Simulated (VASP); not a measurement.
Wanted: the native input for a VASP 6.6.1 run.

* Task: relaxation of cell and atoms
* Functional: PBE
* Potentials or basis: VASP PAW PBE potentials, release 64 (Ga_d, P)
* Cutoff: 600 eV
* k mesh: 15 × 15 × 15
* Occupations: fermi-dirac, width 0.1 eV
* Spin: no spin polarisation
* Dipole correction: no
* Further INCAR settings: ALGO = Normal; EDIFF = 1e-06; IBRION = 2; EDIFFG = -0.005; NSW = 60; ISIF = 3

The structure of GaP (rocksalt type) lies in POSCAR:

```
GaP
1.0
    0.0000000000      2.3472160896      2.3472160896
    2.3472160896      0.0000000000      2.3472160896
    2.3472160896      2.3472160896      0.0000000000
Ga P
1 1
Direct
    0.0000000000      0.0000000000      0.0000000000
    0.5000000000      0.5000000000      0.5000000000
```

One way to write it, as run:

INCAR

```
SYSTEM = GaP
PREC     = Accurate       ! precision mode
ENCUT    = 600            ! plane-wave cutoff, eV
EDIFF    = 1E-6           ! SCF threshold, eV
ISMEAR   = -1             ! smearing method
SIGMA    = 0.1            ! smearing width, eV
LREAL    = .False.        ! projectors in reciprocal space
LASPH    = .True.         ! aspherical terms in the spheres
NELM     = 60             ! most SCF steps
ALGO     = Normal         ! electronic algorithm
ISIF     = 3              ! what is computed and relaxed
LWAVE    = .False.        ! write WAVECAR
LCHARG   = .False.        ! write CHGCAR
GGA      = PE             ! functional
IBRION   = 2              ! ionic algorithm
NSW      = 60             ! ionic steps
EDIFFG   = -0.005         ! ionic threshold
```

KPOINTS

```
Automatic mesh
0
Gamma
  15 15 15
  0 0 0
```

Potentials or basis: VASP PAW PBE potentials, release 64 (Ga_d, P).

The run is started by

```bash
$ cat potpaw_PBE.64/Ga_d/POTCAR potpaw_PBE.64/P/POTCAR > POTCAR
$ mpirun -np 1 vasp_std > vasp.out
```

Results of the run:

The relaxed volume is 17.20 Å³/atom and the relaxed cell is a = 3.650 Å, b = 3.650 Å, c = 3.650 Å, α = 60.00°, β = 60.00°, γ = 60.00°. The space group after relaxing (to 0.05 Å) is Fm-3m (No. 225), the energy gained by relaxing is 485.5 meV/atom and the ionic steps are 20. The pressure after relaxing is 0.0 GPa and the band gap on the k mesh is zero (band 9 reaches 6.91 eV, above the bottom of band 10 at 3.76 eV).

Caveat: the volume moved by over 15 % at a fixed basis, so the end points are rough.

Wall time 2.7 min on 1 thread of Intel(R) Xeon(R) 6975P-C (Granite Rapids), with other jobs on the host, peak memory 0.2 GiB.
